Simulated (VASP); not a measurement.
# TeAs2 (I4_1/amd) in VASP: notebook

TeAs2 is run at these levels: PBEsol; tasks: single point.

Program: VASP 6.6.1. These are calculated values, not measurements. Logs are shortened: lines on timing, memory, paths and dates and some standing lists are left out, and cuts for length are marked.

## 1. The cell of the first run

Symmetry: I4_1/amd, No. 141, tetragonal system. The conventional cell has a = 7.113 Å, b = 7.113 Å, c = 5.881 Å, α = 90.00°, β = 90.00°, γ = 90.00°. Te (site symmetry -4m2) has 4 As at 2.83 Å within 3.7 Å. Within 3.7 Å of As (site symmetry 2/m) lie 2 Te at 2.83 Å and 6 As at 2.91 to 3.56 Å.

## 2. Single point, PBEsol

INCAR reads:

```
ALGO = Normal ; EDIFF = 1E-6
ENCUT = 500 ; GGA = PS
GGA_COMPAT = F ; ISIF = 2
ISMEAR = 0 ; LASPH = T
LCHARG = T ; LELF = T
LREAL = F ; LVHAR = T
LWAVE = F ; NBANDS = 25
NELM = 120 ; PREC = Accurate
SIGMA = 0.01
```

KPOINTS reads:

```
k-points
0
Gamma
  4 4 4
```

POSCAR reads:

```
TeAs2
1.0
   -3.5564540000      3.5564540000      2.9405160000
    3.5564540000     -3.5564540000      2.9405160000
    3.5564540000      3.5564540000     -2.9405160000
Te As
2 4
Direct
    0.7500000000      0.2500000000      0.5000000000
    0.0000000000      0.0000000000      0.0000000000
    0.3750000000      0.6250000000      0.2500000000
    0.3750000000      0.1250000000      0.7500000000
    0.3750000000      0.6250000000      0.7500000000
    0.8750000000      0.6250000000      0.2500000000
```

Potentials or basis: VASP PAW PBE potentials, release 64 (Te, As).

On the command line:

```sh
$ cat potpaw_PBE.64/Te/POTCAR potpaw_PBE.64/As/POTCAR > POTCAR
$ mpirun -np 1 vasp_std > vasp.out
```

OUTCAR:

```text
EDIFF = 1E-6
   ENCUT = 500
   GGA = PS
   ISIF = 2
   ISMEAR = 0
   LASPH = T
   LREAL = F
   NELM = 120
   PREC = Accurate

 ion  position               nearest neighbor table
   1  0.750  0.250  0.500-   4 2.83   6 2.83   5 2.83   3 2.83
   2  0.000  0.000  0.000-   4 2.83   6 2.83   3 2.83   5 2.83
   3  0.375  0.625  0.250-   1 2.83   2 2.83   6 2.91   5 2.91   5 2.91   6 2.91
   4  0.375  0.125  0.750-   1 2.83   2 2.83   5 2.91   6 2.91   5 2.91   6 2.91
   5  0.375  0.625  0.750-   2 2.83   1 2.83   4 2.91   3 2.91   4 2.91   3 2.91
   6  0.875  0.625  0.250-   1 2.83   2 2.83   3 2.91   4 2.91   3 2.91   4 2.91

  LATTYP: Found a body centered tetragonal cell.
 ALAT       =     7.1129080000
 C/A-ratio  =     0.8268112001

  Lattice vectors:

 A1 = (  -3.5564540000,   3.5564540000,   2.9405160000)
 A2 = (   3.5564540000,  -3.5564540000,   2.9405160000)
 A3 = (   3.5564540000,   3.5564540000,  -2.9405160000)

Analysis of symmetry for initial positions (statically):
=====================================================================
 Subroutine PRICEL returns:
 Original cell was already a primitive cell.

 Routine SETGRP: Setting up the symmetry group for a
 body centered tetragonal supercell.

 Subroutine GETGRP returns: Found 16 space group operations
 (whereof  8 operations were pure point group operations)
 out of a pool of 16 trial point group operations.

The static configuration has the point symmetry D_2d.
 The point group associated with its full space group is D_4h.

Analysis of symmetry for dynamics (positions and initial velocities):
=====================================================================
 Subroutine PRICEL returns:
 Original cell was already a primitive cell.

 Routine SETGRP: Setting up the symmetry group for a
 body centered tetragonal supercell.

 Subroutine GETGRP returns: Found 16 space group operations
 (whereof  8 operations were pure point group operations)
 out of a pool of 16 trial point group operations.

The dynamic configuration has the point symmetry D_2d.
 The point group associated with its full space group is D_4h.

 Subroutine INISYM returns: Found 16 space group operations
 (whereof  8 operations are pure point group operations),
 and found     1 'primitive' translations

----------------------------------------------------------------------------------------

                                     Primitive cell

  volume of cell :     148.7709

  direct lattice vectors                    reciprocal lattice vectors
    -3.556454000  3.556454000  2.940516000     0.000000000  0.140589475  0.170038184
     3.556454000 -3.556454000  2.940516000     0.140589475  0.000000000  0.170038184
     3.556454000  3.556454000 -2.940516000     0.140589475  0.140589475  0.000000000

  length of vectors
     5.826093413  5.826093413  5.826093413     0.220631785  0.220631785  0.198823542

  position of ions in fractional coordinates (direct lattice)
     0.750000000  0.250000000  0.500000000
     0.000000000  0.000000000  0.000000000
     0.375000000  0.625000000  0.250000000
     0.375000000  0.125000000  0.750000000
     0.375000000  0.625000000  0.750000000
     0.875000000  0.625000000  0.250000000

  ion indices of the primitive-cell ions
   primitive index   ion index
                 1           1
                 2           2
                 3           3
                 4           4
                 5           5
                 6           6

----------------------------------------------------------------------------------------

 KPOINTS: k-points

Automatic generation of k-mesh.
 Grid dimensions read from file:
 generate k-points for:    4    4    4

 Generating k-lattice:

  Cartesian coordinates                     Fractional coordinates (reciprocal lattice)
     0.000000000  0.035147369  0.042509546     0.250000000  0.000000000 -0.000000000
     0.035147369  0.000000000  0.042509546     0.000000000  0.250000000 -0.000000000
     0.035147369  0.035147369  0.000000000     0.000000000  0.000000000  0.250000000

  Length of vectors
     0.055157946  0.055157946  0.049705885

  Shift w.r.t. Gamma in fractional coordinates (k-lattice)
     0.000000000  0.000000000  0.000000000

 Subroutine IBZKPT returns following result:
 ===========================================

 Found     13 irreducible k-points:

 Following reciprocal coordinates:
            Coordinates               Weight
  0.000000  0.000000  0.000000      1.000000
  0.250000  0.000000  0.000000      8.000000
  0.500000  0.000000  0.000000      4.000000
  0.250000  0.250000 -0.000000      8.000000
  0.500000  0.250000 -0.000000     16.000000
 -0.250000  0.250000  0.000000      4.000000
  0.500000  0.500000 -0.000000      2.000000
  0.250000  0.250000  0.250000      2.000000
 -0.250000  0.250000  0.250000      4.000000
  0.500000  0.500000  0.250000      4.000000
 -0.250000  0.500000  0.250000      8.000000
 -0.250000 -0.250000  0.250000      2.000000
  0.500000  0.500000  0.500000      1.000000
   k-points           NKPTS =     13   k-points in BZ     NKDIM =     13   number of bands    NBANDS=     25
   number of dos      NEDOS =    301   number of ions     NIONS =      6
   total plane-waves  NPLWV =  74088
   dimension x,y,z NGX =    42 NGY =   42 NGZ =   42
   dimension x,y,z NGXF=    84 NGYF=   84 NGZF=   84
   ions per type =               2   4
   NGX,Y,Z   is equivalent  to a cutoff of  11.98, 11.98, 11.98 a.u.
   NGXF,Y,Z  is equivalent  to a cutoff of  23.97, 23.97, 23.97 a.u.
 SYSTEM =  unknown system
   PREC   = accura    normal or accurate (medium, high low for compatibility)
   ISTART =      0    job   : 0-new  1-cont  2-samecut
   ICHARG =      2    charge: 1-file 2-atom 10-const
   ISPIN  =      1    spin polarized calculation?
   LNONCOLLINEAR =      F non collinear calculations
   LSORBIT =      F    spin-orbit coupling
   LASPH  =      T    aspherical Exc in radial PAW
   ENCUT  =  500.0 eV  36.75 Ry    6.06 a.u.  10.62 10.62 10.62*2*pi/ulx,y,z
   NELM   =    120;   NELMIN=  2; NELMDL= -5     # of ELM steps
   EDIFF  = 0.1E-05   stopping-criterion for ELM
   LREAL  =      F    real-space projection
   EDIFFG = 0.1E-04   stopping-criterion for IOM
   NSW    =      0    number of steps for IOM
   IBRION =     -1    ionic relax: 0-MD 1-quasi-New 2-CG
   NFREE  =      0    steps in history (QN), initial steepest desc. (CG)
   ISIF   =      2    stress and relaxation
   ISYM   =      2    0-nonsym 1-usesym 2-fastsym
   POTIM  = 0.5000    time-step for ionic-motion
   TEBEG  =    0.0;   TEEND  =   0.0 temperature during run
   PSTRESS=    0.0 pullay stress
   NELECT =      32.0000    total number of electrons
   NUPDOWN=      -1.0000    fix difference up-down
   EMIN   =  10.00;   EMAX   =-10.00  energy-range for DOS
   EFERMI =   0.00;   METHOD = LEGACY
   ISMEAR =     0;   SIGMA  =   0.01  broadening in eV -4-tet -1-fermi 0-gaus
   EFERMI_NEDOS =   21; number of points for ismear=-14 and -15
   IALGO  =     38    algorithm
   IMIX   =      4    mixing-type and parameters
     AMIX     =   0.40;   BMIX     =  1.00
     AMIX_MAG =   1.60;   BMIX_MAG =  1.00
  volume/ion in A,a.u.               =      24.80       167.33
  Fermi-wavevector in a.u.,A,eV,Ry     =   0.980887  1.853607 13.090692  0.962139
  Thomas-Fermi vector in A             =   2.111851
   LORBIT       =      0    0 simple, 1 ext, 2 COOP (PROOUT), +10 PAW based schemes
   GGA     = PS    functional components
   LHFCALC =     F    Hartree Fock is set to
   AEXX    =    0.0000 exact exchange contribution
   IVDW    =     0    specifies the selected vdW correction
   LEPSILON=     F    determine dielectric tensor
   LRPA    =     F    only Hartree local field effects (RPA)
 non-spin polarized calculation
 Gauss-broadening in eV      SIGMA  =   0.01
  energy-cutoff  :      500.00
  volume of cell :      148.77
 maximum number of plane-waves:      3800
   NGX = 21   NGY = 21   NGZ = 21

 number of electron      31.9999999 magnetization

 Free energy of the ion-electron system (eV)
  ---------------------------------------------------
  ext. energy  EPLUGINS =         0.00000000
  ---------------------------------------------------
  free energy    TOTEN  =       -26.21830189 eV

  energy without entropy =      -26.21773934  energy(sigma->0) =      -26.21802061

 E-fermi :   5.5004     XC(G=0):  -9.9829

 val. band max:        5.4257300062   @ k =   0.5000   0.5000   0.2500
 cond. band min:       5.5051892321   @ k =  -0.2500   0.5000   0.2500
 fundamental gap:      0.0794592259
 Fermi energy:         5.5004167444

 k-point     1 :       0.0000    0.0000    0.0000
  band No.  band energies     occupation
      1      -8.4771      2.00000
      2      -5.4424      2.00000
      3      -4.6037      2.00000
      4      -4.6037      2.00000
      5      -3.9025      2.00000
      6      -3.3147      2.00000
[... 17 lines left out ...]
     24      10.5134      0.00000
     25      10.8019      0.00000

 k-point     2 :       0.2500    0.0000    0.0000
  band No.  band energies     occupation
      1      -8.0783      2.00000
      2      -5.8576      2.00000
      3      -5.2222      2.00000
      4      -4.7036      2.00000
      5      -4.3640      2.00000
      6      -2.9625      2.00000
[... 17 lines left out ...]
     24      10.1967      0.00000
     25      10.5982      0.00000

 k-point     3 :       0.5000    0.0000    0.0000
  band No.  band energies     occupation
      1      -7.0031      2.00000
      2      -6.8668      2.00000
      3      -6.0032      2.00000
      4      -4.7957      2.00000
      5      -4.6493      2.00000
      6      -2.2607      2.00000
[... 244 lines left out ...]
 k-point    12 :      -0.2500   -0.2500    0.2500
  band No.  band energies     occupation
      1      -7.4784      2.00000
      2      -6.3056      2.00000
      3      -5.7065      2.00000
      4      -4.8092      2.00000
      5      -4.8092      2.00000
      6      -2.7450      2.00000
[... 17 lines left out ...]
     24       8.7220      0.00000
     25      10.5756      0.00000

 k-point    13 :       0.5000    0.5000    0.5000
  band No.  band energies     occupation
      1      -6.8385      2.00000
      2      -6.8385      2.00000
      3      -5.1290      2.00000
      4      -5.1290      2.00000
      5      -4.6142      2.00000
      6      -4.6142      2.00000
[... 17 lines left out ...]
     24       8.9932      0.00000
     25      11.7306      0.00000

------------------------ aborting loop because EDIFF is reached ----------------------------------------

  FORCE on cell =-STRESS in cart. coord.  units (eV):
  Direction    XX          YY          ZZ          XY          YZ          ZX
  --------------------------------------------------------------------------------------
  -------------------------------------------------------------------------------------
  Total       -3.7757539     -3.7757539     -4.8129782      0.0000000      0.0000000      0.0000000
  in kB      -40.6627115    -40.6627115    -51.8330244      0.0000000      0.0000000      0.0000000
  external PRESSURE =     -44.3861491 kB  Pullay stress =       0.0000000 kB

 VOLUME and BASIS-vectors are now :
 -----------------------------------------------------------------------------
  energy-cutoff  :      500.00
  volume of cell :      148.77
      direct lattice vectors                 reciprocal lattice vectors
    -3.556454000  3.556454000  2.940516000     0.000000000  0.140589475  0.170038184
     3.556454000 -3.556454000  2.940516000     0.140589475  0.000000000  0.170038184
     3.556454000  3.556454000 -2.940516000     0.140589475  0.140589475  0.000000000

 POSITION                                       TOTAL-FORCE (eV/Angst)
 -----------------------------------------------------------------------------------
      0.00000      3.55645      1.47026         0.000000     -0.000000     -0.000000
      0.00000      0.00000      0.00000        -0.000000      0.000000      0.000000
      1.77823     -0.00000      2.20539        -0.000000     -0.000000     -0.000000
      1.77823      3.55645     -0.73513        -0.000000     -0.000000     -0.000000
      3.55645      1.77823      0.73513        -0.000000     -0.000000     -0.000000
     -0.00000      1.77823      3.67564        -0.000000     -0.000000     -0.000000
 -----------------------------------------------------------------------------------
    total drift:                               -0.000000      0.000000      0.000000

  FREE ENERGIE OF THE ION-ELECTRON SYSTEM (eV)
  ---------------------------------------------------
  free  energy   TOTEN  =       -26.2183018885 eV

  energy  without entropy=      -26.2177393388  energy(sigma->0) =      -26.21802061
```

It used 120 s of CPU time on 1 thread of AMD EPYC 7R13 Processor (Zen 3), on a shared host.

What came out:

- Free energy: -26.2183 eV
- Pressure: -4.4 GPa
- Band gap on the k mesh: zero (band 16 reaches 5.80 eV, above the bottom of band 17 at 5.30 eV)

Levels at points of the mesh, in eV from the Fermi level:
```csv
k point,band 14,band 15,band 16,band 17,band 18,band 19
"(0.00, 0.00, 0.00)",-2.05,-2.05,-0.70,1.73,3.07,3.07
"(0.50, 0.00, 0.00)",-0.81,-0.27,-0.24,-0.09,0.18,1.41
"(0.50, 0.50, 0.00)",-1.04,-0.96,-0.96,-0.20,-0.20,2.01
"(0.50, 0.50, 0.50)",-0.65,0.17,0.17,0.22,0.22,0.79
```

Caveat: the PAW data sets were made with another functional, which shifts forces and pressure a little; spin-orbit coupling is left out, which moves the levels of the heavy elements.

## 3. Single point, PBEsol

INCAR reads:

```
SYSTEM = TeAs2
PREC = Accurate
ENCUT = 500
EDIFF = 1E-6
ISMEAR = 0
SIGMA = 0.05
LREAL = .FALSE.
LASPH = .TRUE.
NELM = 120
ALGO = Normal
ISIF = 2
LWAVE = .FALSE.
LCHARG = .TRUE.
GGA = PS
LELF = .TRUE.
LVHAR = .TRUE.
NBANDS = 25
GGA_COMPAT = .FALSE.
```

KPOINTS reads:

```
regular mesh
0
G
  4 4 4
  0 0 0
```

POSCAR is that of step 2.

Potentials or basis: VASP PAW PBE potentials, release 64 (Te, As).

On the command line:

```sh
$ cat potpaw_PBE.64/Te/POTCAR potpaw_PBE.64/As/POTCAR > POTCAR
$ mpirun -np 1 vasp_std > vasp.out
```

It used 140 s of CPU time on 1 thread of AMD EPYC 7R13 Processor (Zen 3), on a shared host.

Results (log left out):

```yaml
Free_energy: -26.2213 eV
Pressure: -4.4 GPa
Band_gap_on_the_k_mesh: zero (band 16 reaches 5.80 eV, above the bottom of band 17 at 5.30 eV)
```

Stress tensor (GPa, compression positive):
```
-4.08  0.00  0.00
 0.00 -4.08  0.00
 0.00  0.00 -5.19
```

Levels at points of the mesh, in eV from the Fermi level:
| k point | band 13 | band 14 | band 15 | band 16 | band 17 | band 18 | band 19 | band 20 |
| --- | --- | --- | --- | --- | --- | --- | --- | --- |
| (0.00, 0.00, 0.00) | -2.77 | -2.03 | -2.03 | -0.68 | 1.75 | 3.09 | 3.09 | 3.89 |
| (0.50, 0.00, 0.00) | -1.55 | -0.79 | -0.25 | -0.22 | -0.07 | 0.20 | 1.44 | 1.68 |
| (0.50, 0.50, 0.00) | -1.02 | -1.02 | -0.94 | -0.94 | -0.17 | -0.17 | 2.03 | 2.03 |
| (0.50, 0.50, 0.50) | -0.63 | -0.63 | 0.19 | 0.19 | 0.24 | 0.24 | 0.82 | 0.82 |

Caveat: the PAW data sets were made with another functional, which shifts forces and pressure a little; spin-orbit coupling is left out, which moves the levels of the heavy elements.
